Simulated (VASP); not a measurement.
# TaF3 (Pm-3m) in VASP: phonons with r2SCAN

Aim: the phonons of TaF3 with r2SCAN.

Program: VASP 6.6.1. These are calculated values, not measurements. Logs are shortened: lines on timing, memory, paths and dates and some standing lists are left out, and cuts for length are marked.

## 1. The cell of the first run

It takes space group Pm-3m (No. 221, cubic). The conventional cell has a = 4.095 Å, b = 4.095 Å, c = 4.095 Å, α = 90.00°, β = 90.00°, γ = 90.00°. Within 2.7 Å of Ta (site symmetry m-3m) lie 6 F at 2.05 Å. Within 2.7 Å of F (site symmetry 4/mmm) lie 2 Ta at 2.05 Å.

## 2. Phonons, r2SCAN

Input file INCAR:

```
  PREC = Accurate
  ENCUT = 520
  EDIFF = 1E-8
  ISMEAR = -1
  SIGMA = 0.15
  LREAL = F
  LASPH = T
  NELM = 100
  ALGO = Normal
  ISIF = 2
  LWAVE = F
  LCHARG = T
  METAGGA = R2SCAN
  LMIXTAU = T
  IBRION = 6
  NFREE = 2
  POTIM = 0.015
  NSW = 1
```

Input file KPOINTS:

```
regular mesh
0
Gamma
  10 10 10
```

Input file POSCAR:

```
TaF3
1.0
    4.0954297900      0.0000000000      0.0000000000
    0.0000000000      4.0954297900      0.0000000000
    0.0000000000      0.0000000000      4.0954297900
Ta F
1 3
Direct
    0.0000000000      0.0000000000      0.0000000000
    0.5000000000      0.0000000000      0.0000000000
    0.0000000000      0.5000000000      0.0000000000
    0.0000000000      0.0000000000      0.5000000000
```

Potentials or basis: VASP PAW PBE potentials, release 64 (Ta_pv, F).

On the command line:

```sh
cat potpaw_PBE.64/Ta_pv/POTCAR potpaw_PBE.64/F/POTCAR > POTCAR
mpirun -np 1 vasp_std > vasp.out
```

OUTCAR:

```text
PREC = Accurate
   ENCUT = 520
   EDIFF = 1E-8
   ISMEAR = -1
   LREAL = F
   LASPH = T
   NELM = 100
   ISIF = 2
   METAGGA = R2SCAN
   IBRION = 6
   NFREE = 2
   POTIM = 0.015
   NSW = 1

 ion  position               nearest neighbor table
   1  0.000  0.000  0.000-   2 2.05   3 2.05   4 2.05   4 2.05   3 2.05   2 2.05
   2  0.500  0.000  0.000-   1 2.05   1 2.05
   3  0.000  0.500  0.000-   1 2.05   1 2.05
   4  0.000  0.000  0.500-   1 2.05   1 2.05

  LATTYP: Found a simple cubic cell.
 ALAT       =     4.0954297900

  Lattice vectors:

 A1 = (   4.0954297900,   0.0000000000,   0.0000000000)
 A2 = (   0.0000000000,   4.0954297900,   0.0000000000)
 A3 = (   0.0000000000,   0.0000000000,   4.0954297900)

Analysis of symmetry for initial positions (statically):
=====================================================================
 Subroutine PRICEL returns:
 Original cell was already a primitive cell.

 Routine SETGRP: Setting up the symmetry group for a
 simple cubic supercell.

 Subroutine GETGRP returns: Found 48 space group operations
 (whereof 48 operations were pure point group operations)
 out of a pool of 48 trial point group operations.

The static configuration has the point symmetry O_h .

Analysis of symmetry for dynamics (positions and initial velocities):
=====================================================================
 Subroutine PRICEL returns:
 Original cell was already a primitive cell.

 Routine SETGRP: Setting up the symmetry group for a
 simple cubic supercell.

 Subroutine GETGRP returns: Found 48 space group operations
 (whereof 48 operations were pure point group operations)
 out of a pool of 48 trial point group operations.

The dynamic configuration has the point symmetry O_h .

 Subroutine INISYM returns: Found 48 space group operations
 (whereof 48 operations are pure point group operations),
 and found     1 'primitive' translations

----------------------------------------------------------------------------------------

                                     Primitive cell

  volume of cell :      68.6908

  direct lattice vectors                    reciprocal lattice vectors
     4.095429790  0.000000000  0.000000000     0.244174617  0.000000000  0.000000000
     0.000000000  4.095429790  0.000000000     0.000000000  0.244174617  0.000000000
     0.000000000  0.000000000  4.095429790     0.000000000  0.000000000  0.244174617

  length of vectors
     4.095429790  4.095429790  4.095429790     0.244174617  0.244174617  0.244174617

  position of ions in fractional coordinates (direct lattice)
     0.000000000  0.000000000  0.000000000
     0.500000000  0.000000000  0.000000000
     0.000000000  0.500000000  0.000000000
     0.000000000  0.000000000  0.500000000

  ion indices of the primitive-cell ions
   primitive index   ion index
                 1           1
                 2           2
                 3           3
                 4           4

----------------------------------------------------------------------------------------

 KPOINTS: regular mesh

Automatic generation of k-mesh.
 Grid dimensions read from file:
 generate k-points for:   10   10   10

 Generating k-lattice:

  Cartesian coordinates                     Fractional coordinates (reciprocal lattice)
     0.024417462  0.000000000  0.000000000     0.100000000  0.000000000  0.000000000
[... 53 lines left out ...]
   ISPIN  =      1    spin polarized calculation?
   LNONCOLLINEAR =      F non collinear calculations
   LSORBIT =      F    spin-orbit coupling
   LASPH  =      T    aspherical Exc in radial PAW
   ENCUT  =  520.0 eV  38.22 Ry    6.18 a.u.   7.61  7.61  7.61*2*pi/ulx,y,z
   NELM   =    100;   NELMIN=  2; NELMDL= -5     # of ELM steps
   EDIFF  = 0.1E-07   stopping-criterion for ELM
   LREAL  =      F    real-space projection
   EDIFFG = 0.1E-06   stopping-criterion for IOM
   NSW    =     85    number of steps for IOM
   IBRION =      6    ionic relax: 0-MD 1-quasi-New 2-CG
   NFREE  =      2    steps in history (QN), initial steepest desc. (CG)
   ISIF   =      2    stress and relaxation
   ISYM   =      2    0-nonsym 1-usesym 2-fastsym
   POTIM  = 0.0150    time-step for ionic-motion
   TEBEG  =    0.0;   TEEND  =   0.0 temperature during run
   PSTRESS=    0.0 pullay stress
   NELECT =      32.0000    total number of electrons
   NUPDOWN=      -1.0000    fix difference up-down
   EMIN   =  10.00;   EMAX   =-10.00  energy-range for DOS
   EFERMI =   0.00;   METHOD = LEGACY
   ISMEAR =    -1;   SIGMA  =   0.15  broadening in eV -4-tet -1-fermi 0-gaus
   EFERMI_NEDOS =   21; number of points for ismear=-14 and -15
   IALGO  =     38    algorithm
   IMIX   =      4    mixing-type and parameters
     AMIX     =   0.40;   BMIX     =  1.00
     AMIX_MAG =   1.60;   BMIX_MAG =  1.00
  volume/ion in A,a.u.               =      17.17       115.89
  Fermi-wavevector in a.u.,A,eV,Ry     =   1.269089  2.398230 21.913357  1.610586
  Thomas-Fermi vector in A             =   2.402149
   LORBIT       =      0    0 simple, 1 ext, 2 COOP (PROOUT), +10 PAW based schemes
   METAGGA = R2SCAN    functional components
   LHFCALC =     F    Hartree Fock is set to
   AEXX    =    0.0000 exact exchange contribution
   IVDW    =     0    specifies the selected vdW correction
   LEPSILON=     F    determine dielectric tensor
   LRPA    =     F    only Hartree local field effects (RPA)
 finite differences with symmetry
 non-spin polarized calculation
  energy-cutoff  :      520.00
  volume of cell :       68.69
 maximum number of plane-waves:      1868
   NGX = 15   NGY = 15   NGZ = 15

--------------------------------------- Ionic step        1  -------------------------------------------

 number of electron      31.9999989 magnetization

 Free energy of the ion-electron system (eV)
  ---------------------------------------------------
  ext. energy  EPLUGINS =         0.00000000
  ---------------------------------------------------
  free energy    TOTEN  =       -68.23291492 eV

  energy without entropy =      -67.99660519  energy(sigma->0) =      -68.11476005

------------------------ aborting loop because EDIFF is reached ----------------------------------------

  FORCE on cell =-STRESS in cart. coord.  units (eV):
  Direction    XX          YY          ZZ          XY          YZ          ZX
  --------------------------------------------------------------------------------------
  -------------------------------------------------------------------------------------
  Total        0.1454214      0.1454214      0.1454214      0.0000000     -0.0000000      0.0000000
  in kB        3.3918794      3.3918794      3.3918794      0.0000000     -0.0000000      0.0000000
  external PRESSURE =       3.3918794 kB  Pullay stress =       0.0000000 kB
[... 215 lines left out ...]
--------------------------------------- Ionic step        7  -------------------------------------------

 number of electron      31.9999992 magnetization

 Free energy of the ion-electron system (eV)
  ---------------------------------------------------
  ext. energy  EPLUGINS =         0.00000000
  ---------------------------------------------------
  free energy    TOTEN  =       -68.23250767 eV

  energy without entropy =      -67.99613166  energy(sigma->0) =      -68.11431967

 E-fermi :   3.4127     XC(G=0):  -8.8517

 val. band max:        3.4055197836   @ k =   0.1000   0.3000   0.3000
 cond. band min:       3.4281450918   @ k =   0.0000   0.0000   0.0000
 fundamental gap:      0.0226253082
 Fermi energy:         3.4127237682

 k-point     1 :       0.0000    0.0000    0.0000
  band No.  band energies     occupation
      1     -34.8347      2.00000
      2     -34.8347      2.00000
      3     -34.8346      2.00000
      4     -26.0458      2.00000
      5     -25.7776      2.00000
      6     -25.7770      2.00000
[... 541 lines left out ...]
     19       4.7732      0.00023
     20       5.9944      0.00000

 [... further k-points ...]
[... 5 lines left out ...]
  --------------------------------------------------------------------------------------
  -------------------------------------------------------------------------------------
  Total        0.1470858      0.1431723      0.1457764      0.0000000      0.0000000      0.0000000
  in kB        3.4307018      3.3394204      3.4001601      0.0000000      0.0000000      0.0000000
  external PRESSURE =       3.3900941 kB  Pullay stress =       0.0000000 kB
[... 19 lines left out ...]
  FREE ENERGIE OF THE ION-ELECTRON SYSTEM (eV)
  ---------------------------------------------------
  free  energy   TOTEN  =       -68.2325076739 eV

  energy  without entropy=      -67.9961316569  energy(sigma->0) =      -68.11431967

 INTERNAL STRAIN TENSORS FROM DISPLACED ATOMS
 ============================================

 INTERNAL STRAIN TENSOR FOR ION    1 for displacements in x,y,z  (eV/Angst):
          X           Y           Z          XY          YZ          ZX
  --------------------------------------------------------------------------------
  x     0.00000     0.00000     0.00000     0.00000     0.00000     0.00000
  y     0.00000     0.00000     0.00000     0.00000     0.00000     0.00000
  z     0.00000     0.00000     0.00000     0.00000     0.00000     0.00000

 INTERNAL STRAIN TENSOR FOR ION    4 for displacements in x,y,z  (eV/Angst):
          X           Y           Z          XY          YZ          ZX
  --------------------------------------------------------------------------------
  x     0.00000     0.00000     0.00000     0.00000     0.00000     0.00000
  y     0.00000     0.00000     0.00000     0.00000     0.00000     0.00000
  z     0.00000     0.00000     0.00000     0.00000     0.00000     0.00000

 Eigenvectors and eigenvalues of the dynamical matrix
 ----------------------------------------------------

   1 f  =   16.533649 THz   103.883980 2PiTHz  551.503164 cm-1    68.377647 meV
             X         Y         Z           dx          dy          dz
      0.000000  0.000000  0.000000     0.024493   -0.304031    0.000000
      2.047715  0.000000  0.000000    -0.076471   -0.005320   -0.000000
      0.000000  2.047715  0.000000     0.000429    0.949242    0.000000
      0.000000  0.000000  2.047715     0.000429   -0.005320   -0.000000
[... 71 lines left out ...]
  12 f/i=    0.097318 THz     0.611465 2PiTHz    3.246169 cm-1     0.402473 meV
             X         Y         Z           dx          dy          dz
      0.000000  0.000000  0.000000     0.156440    0.852691   -0.019624
      2.047715  0.000000  0.000000     0.050694    0.285929   -0.006580
      0.000000  2.047715  0.000000     0.052458    0.276312   -0.006580
      0.000000  0.000000  2.047715     0.052458    0.285929   -0.006359

 ELASTIC MODULI CONTR FROM IONIC RELAXATION (kBar)
 Direction    XX          YY          ZZ          XY          YZ          ZX
 --------------------------------------------------------------------------------
 XX           0.0000      0.0000      0.0000      0.0000      0.0000      0.0000
 YY           0.0000      0.0000      0.0000      0.0000      0.0000      0.0000
 ZZ           0.0000      0.0000      0.0000      0.0000      0.0000      0.0000
 XY           0.0000      0.0000      0.0000      0.0000      0.0000      0.0000
 YZ           0.0000      0.0000      0.0000      0.0000      0.0000      0.0000
 ZX           0.0000      0.0000      0.0000      0.0000      0.0000      0.0000
 --------------------------------------------------------------------------------
```

Run time: 1.7 h. Hardware: 1 thread of Oxide Virtual Turin-like, shared host; peak memory 0.49 GiB.

Results:

* Highest phonon frequency at Γ, LO-TO splitting left out: 552 cm⁻¹

Phonon frequencies in cm⁻¹ (negative: imaginary):
```
              q point                                   frequencies
(0.000, 0.000, 0.000)  -3 -3 -3 223 223 223 256 256 256 552 552 552
```

Caveat: the PAW data sets were made with another functional, which shifts forces and pressure a little; spin-orbit coupling is left out, which moves the levels of the heavy elements.
